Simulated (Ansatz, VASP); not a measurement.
**One calculation of Rh, two programs**

The input INCAR:

```
SYSTEM = Rh
PREC = Accurate
ENCUT = 520
EDIFF = 1E-8
ISMEAR = -1
SIGMA = 0.03
LREAL = .FALSE.
LASPH = .TRUE.
NELM = 100
ALGO = Normal
ISIF = 2
LWAVE = .FALSE.
LCHARG = .FALSE.
LEFG = .TRUE.
NBANDS = 14
```

File KPOINTS:

```
regular mesh
0
G
  16 16 16
  0 0 0
```

The input POSCAR:

```
Rh
1.0
    0.0000000000      1.8758502280      1.8758502280
    1.8758502280      0.0000000000      1.8758502280
    1.8758502280      1.8758502280      0.0000000000
Rh
1
Direct
    0.0000000000      0.0000000000      0.0000000000
```

Input for Ansatz:

```yaml
crystal:
  lattice:
    - [0.0, 1.875850228, 1.875850228]
    - [1.875850228, 0.0, 1.875850228]
    - [1.875850228, 1.875850228, 0.0]
  atoms:
    - { symbol: Rh, position: [0.0, 0.0, 0.0] }
kpoints:
  mp_grid: { grid: [16, 16, 16] }
scf:
  occupations: { method: fermi_dirac, width: 0.03 }
hamiltonian:
  xc: lda
  pseudopotentials: { kind: paw }
output:
  forces: true
  stress: true
  eigenvalues: true
  efg: { contact_densities: true }
```

Change from the starting cell: volume scaled by 0.96, PAW files.

Alike in both runs: task electric field gradients; functional LDA; k mesh 16 × 16 × 16; occupations fermi-dirac, width 0.03 eV; no spin polarisation.

|  | VASP | Ansatz |
| --- | --- | --- |
| version | VASP 6.6.1 | Ansatz 0.2.0 |
| potentials or method | VASP PAW LDA potentials, release 64 (Rh_pv) | PAW with Ansatz's default frozen-core files, scalar-relativistic |
| plane-wave cutoff (eV) | 520 | 420 |
| valence electrons in the cell | 15 | 17 |

Ansatz gave:

- pressure (GPa): 0.6

Problem. What did VASP give for the same quantities?

Solution. Pressure (GPa): 1.5.

LDA's correlation is that of Perdew and Zunger in VASP and of Perdew and Wang (1992) in Ansatz. VASP's potentials hold 15 valence electrons a cell and Ansatz's 17, so a difference there can come from the potentials and not from the codes.
